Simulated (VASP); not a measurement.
# ZnSn2N2: single point with PBE

ZnSn2N2:

```xyz
5
Lattice="3.2663 0.0000 0.0000 -1.6331 2.8287 0.0000 0.0000 0.0000 9.0206" Properties=species:S:1:pos:R:3 pbc="T T T"
Zn    0.0000    0.0000    0.0000
Sn    1.6331    0.9429    2.6098
Sn    0.0000    1.8858    6.4108
N     0.0000    1.8858    1.3235
N     1.6331    0.9429    7.6971
```

| Quantity | Value |
| --- | --- |
| Program | VASP 6.6.1 |
| Task | single point |
| Functional | PBE |
| Potentials or basis | VASP PAW PBE potentials, release 64 (Zn, Sn_d, N) |
| Cutoff | 520 eV |
| k mesh | 12 × 12 × 4 |
| Occupations | gaussian, width 0.02 eV |
| Spin | no spin polarisation |

```
Pressure               : 0.2 GPa
Largest force          : 0.038 eV/Å
Band gap on the k mesh : 0.22 eV (least direct gap 0.59 eV)
```

Forces in eV/Å, atoms in the order of the input:
```
Zn   0.000  0.000  0.000
Sn   0.000  0.000  0.038
Sn   0.000  0.000 -0.038
N    0.000  0.000 -0.004
N    0.000  0.000  0.004
```

Stress tensor (GPa, compression positive):
```
0.13 0.00 0.00
0.00 0.13 0.00
0.00 0.00 0.23
```

Levels at points of the mesh, in eV from the valence-band top:
| k point | band 21 | band 22 | band 23 | band 24 | band 25 | band 26 | band 27 | band 28 | band 29 | band 30 |
| --- | --- | --- | --- | --- | --- | --- | --- | --- | --- | --- |
| (0.00, 0.00, 0.00) | -1.15 | -1.15 | -0.80 | -0.80 | -0.20 | 0.91 | 2.79 | 6.51 | 7.76 | 7.76 |
| (0.50, 0.00, 0.00) | -3.00 | -2.62 | -2.00 | -1.57 | -1.16 | 0.65 | 1.41 | 3.98 | 4.30 | 6.06 |
| (0.00, 0.00, 0.50) | -1.46 | -1.15 | -1.15 | -0.80 | -0.80 | 1.90 | 2.59 | 7.20 | 7.41 | 7.67 |
| (0.50, 0.00, 0.50) | -3.05 | -2.61 | -2.27 | -1.58 | -1.20 | 0.67 | 2.05 | 2.79 | 5.73 | 6.42 |

Run time: 98 s on 1 thread of Intel(R) Xeon(R) 6975P-C (Granite Rapids), with other jobs on the host, peak memory 0.31 GiB.

Caveat: spin-orbit coupling is left out, which moves the levels of the heavy elements. A k mesh can miss the band edges.
